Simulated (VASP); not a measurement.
Crystal: SrVO3.

```xyz
5
Lattice="3.8409 0.0000 0.0000 0.0000 3.8409 0.0000 0.0000 0.0000 3.8409" Properties=species:S:1:pos:R:3 pbc="T T T"
Sr    1.9204    1.9204    1.9204
V     0.0000    0.0000    0.0000
O     0.0000    0.0000    1.9204
O     0.0000    1.9204    0.0000
O     1.9204    0.0000    0.0000
```

| Item | Value |
| --- | --- |
| Program | VASP 6.6.1 |
| Task | relaxation of cell and atoms |
| Functional | BLYP |
| Potentials or basis | VASP PAW PBE potentials, release 64 (Sr_sv, V_sv, O) |
| Cutoff | 600 eV |
| k mesh | 5 × 5 × 5 |
| Occupations | fermi-dirac, width 0.05 eV |
| Spin | collinear spin, ferromagnetic start |
| Starting moments | [0.0, 2.0, 0.0, 0.0, 0.0] μB |

At the start: pressure 10.1 GPa; volume 11.33 Å³/atom.

Task: How do energy, volume and symmetry change on relaxing?

Result: Over 3 steps the energy falls by 18.9 meV/atom and the volume is 11.96 Å³/atom (+5.6 %); space group Pm-3m (No. 221, to 0.1 Å) before and after; moment 0.76 μB per cell.

The path:
```csv
step,energy change (eV),largest force (eV/Å),pressure (GPa),volume (Å³)
1,0.0000,0.0000,10.14,56.66
2,-0.0246,0.0000,-7.22,62.75
3,-0.0944,0.0000,-0.05,59.81
```

Final structure:
```yaml
crystal:
  lattice:
    - [3.91082, 0.00000, 0.00000]
    - [0.00000, 3.91082, 0.00000]
    - [0.00000, 0.00000, 3.91082]
  atoms:
    - { symbol: Sr, position: [0.50000, 0.50000, 0.50000] }
    - { symbol: V, position: [0.00000, 0.00000, 0.00000] }
    - { symbol: O, position: [0.00000, 0.00000, 0.50000] }
    - { symbol: O, position: [0.00000, 0.50000, 0.00000] }
    - { symbol: O, position: [0.50000, 0.00000, 0.00000] }
```

Caveat: the PAW data sets were made with another functional, which shifts forces and pressure a little.
